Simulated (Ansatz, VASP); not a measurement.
**AlN in VASP and in Ansatz**

```
CELL_PARAMETERS angstrom
3.11100 0.00000 0.00000
-1.55550 2.69421 0.11787
0.00000 0.21779 4.97800
ATOMIC_POSITIONS crystal
Al 0.33333 0.66667 0.00000
Al 0.66667 0.33333 0.50000
N 0.33333 0.66667 0.38500
N 0.66667 0.33333 0.88500
```

Change from the starting cell: strain +0.0875 x Voigt [0, 0, 0, 1, 0, 0], atoms carried along.

Alike in both runs: task single point; functional PBEsol; k mesh 9 × 9 × 6; occupations gaussian, width 0.05 eV; no spin polarisation.

```csv
,VASP,Ansatz
version,VASP 6.6.1,Ansatz 0.2.0
potentials or method,"VASP PAW PBE potentials, release 64 (Al, N), cutoff 520 eV","scalar-relativistic, plane waves, PAW"
valence electrons in the cell,16,16
```

VASP gave:

- gap on the k mesh at the Fermi level (eV): 3.87
- least direct gap on the mesh (eV): 3.87
- pressure (GPa): 1.1
- traceless stress, the component that is largest in VASP (GPa): -11.17
- rms of the force components (eV/Å): 0.315

**Question.** Which values does Ansatz return?

**Answer.** gap on the k mesh at the Fermi level (eV): 3.86; least direct gap on the mesh (eV): 3.86; pressure (GPa): 1.1; traceless stress, the component that is largest in VASP (GPa): -11.10; rms of the force components (eV/Å): 0.310.

VASP's potentials were made for PBE, not for PBEsol. Atom by atom the forces differ by 0.005 eV/Å (rms over components). With one functional, cell and mesh, what is left measures potentials, basis and numerics.
